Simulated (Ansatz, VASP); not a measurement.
# Two plane-wave programs on Na5ZrO2

Contents of INCAR:

```
SYSTEM = Na5ZrO2
  PREC = Accurate
  ENCUT = 600
  EDIFF = 1E-6
  ISMEAR = 0
  SIGMA = 0.2
  LREAL = .FALSE.
  LASPH = .TRUE.
  NELM = 60
  ALGO = Normal
  ISIF = 3
  LWAVE = .FALSE.
  LCHARG = .FALSE.
  GGA = PE
  IBRION = 2
  NSW = 36
  EDIFFG = -0.08
```

File KPOINTS:

```
regular mesh
0
G
  5 5 2
  0 0 0
```

The input POSCAR:

```
Na5ZrO2
1.0
    3.4000000000      0.0000000000      0.0000000000
   -1.7000000000      2.9444863700      0.0000000000
    0.0000000000      0.0000000000     14.0000000000
Na Zr O
5 1 2
Direct
    0.6666666700      0.3333333300      0.2200000000
    0.3333333300      0.6666666700      0.3600000000
    0.0000000000      0.0000000000      0.5000000000
    0.6666666700      0.3333333300      0.6400000000
    0.3333333300      0.6666666700      0.7800000000
    0.0000000000      0.0000000000      0.0000000000
    0.6666666700      0.3333333300      0.9200000000
    0.3333333300      0.6666666700      0.0800000000
```

Input for Ansatz:

```yaml
crystal:
  lattice:
    - [3.4, 0.0, 0.0]
    - [-1.7, 2.94448637, 0.0]
    - [0.0, 0.0, 14.0]
  atoms:
    - { symbol: Na, position: [0.66666667, 0.33333333, 0.22] }
    - { symbol: Na, position: [0.33333333, 0.66666667, 0.36] }
    - { symbol: Na, position: [0.0, 0.0, 0.5] }
    - { symbol: Na, position: [0.66666667, 0.33333333, 0.64] }
    - { symbol: Na, position: [0.33333333, 0.66666667, 0.78] }
    - { symbol: Zr, position: [0.0, 0.0, 0.0] }
    - { symbol: O, position: [0.66666667, 0.33333333, 0.92] }
    - { symbol: O, position: [0.33333333, 0.66666667, 0.08] }
basis:
  ecutwfc: 420
kpoints:
  mp_grid: { grid: [5, 5, 2] }
hamiltonian:
  xc: pbe
scf:
  occupations: { method: gaussian, width: 0.2 }
  lower_state_search: "off"
output:
  forces: true
  stress: true
  eigenvalues: true
relax:
  adjacent_minimum: "off"
  f_tol: 0.08
  max_steps: 16
  cell: { stress_tol: 0.8 }
```

Alike in both runs: task relaxation of cell and atoms; functional PBE; k mesh 5 × 5 × 2; occupations gaussian, width 0.2 eV; no spin polarisation.

|  | VASP | Ansatz |
| --- | --- | --- |
| version | VASP 6.6.1 | Ansatz 0.2.0 |
| potentials or method | VASP PAW PBE potentials, release 64 (Na_pv, Zr_sv, O), cutoff 600 eV | scalar-relativistic, plane waves, PAW |
| valence electrons in the cell | 59 | 69 |

|  | VASP | Ansatz | Ansatz less VASP |
| --- | --- | --- | --- |
| gap on the k mesh at the Fermi level, each at its own relaxed structure (eV) | none | none | - |
| relaxed volume (Å³/atom) | 22.84 | 23.14 | +0.296 |
| relaxed cell length with the largest relative difference (Å) | 17.855 | 18.354 | +0.4993 |

A gap of «none» marks a metal or a gap that the smearing closes. VASP's potentials hold 59 valence electrons a cell and Ansatz's 69, so a difference there can come from the potentials and not from the codes.

The k mesh is coarse, so the values compare programs but aren't converged. Noted on VASP's run: the volume moved by over 15 % at a fixed basis, so the end points are rough.
